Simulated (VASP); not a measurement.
Runs of VASP 6.6.1 on Ta. The structure is hexagonal, space group P6_3/mmc (No. 194). Conventional cell: a = 2.900 Å, b = 2.900 Å, c = 5.166 Å, α = 90.00°, β = 90.00°, γ = 120.00°. Ta (site symmetry -6m2) has 12 Ta at 2.90 to 3.08 Å within 3.8 Å. This isn't the form of Ta at room conditions, which is bcc.

```csv
smearing,gap on the mesh (eV),pressure (GPa)
fermi-dirac 0.3 eV,none,-1.0
fermi-dirac 0.2 eV,none,-1.9
fermi-dirac 0.05 eV,none,(a)
fermi-dirac 0.1 eV,none,-2.6
```

Alike in all rows: task single point; level r2SCAN; potentials or basis VASP PAW PBE potentials, release 64 (Ta_pv); no spin polarisation; cell as given; k mesh 13 × 13 × 7; cutoff (eV) 520.

Problem. Fill in the values left out.

Solution. (a) -2.7.

Caveats: the PAW data sets were made with another functional, which shifts forces and pressure a little; spin-orbit coupling is left out, which moves the levels of the heavy elements; so wide a smearing shifts energies and pressures (at least some runs).

A k mesh can miss the band edges, and the runs leave out spin-orbit coupling on Ta.

A gap of «none» marks levels without a gap at the run's occupations.
